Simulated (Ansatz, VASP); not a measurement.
# HfC: VASP beside Ansatz

The input INCAR:

```
PREC = Accurate
ENCUT = 520
EDIFF = 1E-6
ISMEAR = 0
SIGMA = 0.05
LREAL = F
LASPH = T
NELM = 100
ALGO = Normal
ISIF = 2
LWAVE = F
LCHARG = F
GGA = PE
NBANDS = 14
```

The input KPOINTS:

```
Automatic mesh
0
Gamma
  12 12 12
```

POSCAR

```
HfC
1.0
    2.8814192901      0.0000000000      0.0000000000
    0.0000000000      2.8814192901      0.0000000000
    0.0000000000      0.0000000000      2.8814192901
Hf C
1 1
Direct
    0.0000000000      0.0000000000      0.0000000000
    0.5000000000      0.5000000000      0.5000000000
```

Input for Ansatz:

```yaml
crystal:
  lattice:
    - [2.8814192901, 0.0, 0.0]
    - [0.0, 2.8814192901, 0.0]
    - [0.0, 0.0, 2.8814192901]
  atoms:
    - { symbol: Hf, position: [0.0, 0.0, 0.0] }
    - { symbol: C, position: [0.5, 0.5, 0.5] }
basis:
  ecutwfc: 420
  ecutrho_ratio: 4
kpoints:
  mp_grid: { grid: [12, 12, 12] }
hamiltonian:
  xc: pbe
scf:
  occupations: { method: gaussian, width: 0.05 }
output:
  forces: true
  stress: true
  eigenvalues: true
```

Alike in both runs: task single point; functional PBE; k mesh 12 × 12 × 12; occupations gaussian, width 0.05 eV; no spin polarisation.

```csv
,VASP,Ansatz
version,VASP 6.6.1,Ansatz 0.2.0
potentials or method,"VASP PAW PBE potentials, release 64 (Hf_pv, C), cutoff 520 eV","scalar-relativistic, plane waves, PAW"
valence electrons in the cell,14,30
```

```csv
,VASP,Ansatz,Ansatz less VASP
gap on the k mesh at the Fermi level (eV),none,none,-
pressure (GPa),2.9,4.3,+1.40
```

A gap of «none» marks a metal or a gap that the smearing closes. With one functional, cell and mesh, what is left measures potentials, basis and numerics. VASP's potentials hold 14 valence electrons a cell and Ansatz's 30, so a difference there can come from the potentials and not from the codes.

Neither program's run includes spin-orbit coupling.
